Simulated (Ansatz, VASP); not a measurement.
# One calculation of HgH3, two programs

```
Hg H
1.0
     2.84652    0.00000    0.00000
    -1.42326    2.46516    0.00000
     0.00000    0.00000    8.98161
Hg H
1 3
Direct
  0.00000 0.00000 0.00000
  0.00000 0.00000 0.50000
  0.66667 0.33333 0.25576
  0.66667 0.33333 0.74424
```

Change from the starting cell: species swapped into the Tb3Pr type (P-6m2, No. 187).

Alike in both runs: task single point; functional PBE; k mesh 6 × 6 × 2; occupations gaussian, width 0.1 eV; no spin polarisation.

|  | VASP | Ansatz |
| --- | --- | --- |
| version | VASP 6.6.1 | Ansatz 0.2.0 |
| potentials or method | VASP PAW PBE potentials, release 64 (Hg, H), cutoff 520 eV | scalar-relativistic, plane waves, PAW |
| valence electrons in the cell | 15 | 23 |

VASP gave:

- gap on the k mesh at the Fermi level (eV): none
- pressure (GPa): -4.2
- traceless stress, the component that is largest in VASP (GPa): -7.23
- rms of the force components (eV/Å): 0.059

Task: What did Ansatz give for the same quantities?

Result: gap on the k mesh at the Fermi level (eV): none; pressure (GPa): -4.4; traceless stress, the component that is largest in VASP (GPa): -7.00; rms of the force components (eV/Å): 0.061.

Atom by atom the forces differ by 0.003 eV/Å (rms over components). A gap of «none» marks a metal or a gap that the smearing closes. The functional is the same, so the differences come from potentials, cutoffs and numerics. VASP's potentials hold 15 valence electrons a cell and Ansatz's 23, so a difference there can come from the potentials and not from the codes.

The k mesh is coarse, so the values compare programs but aren't converged. Spin-orbit coupling is off throughout.
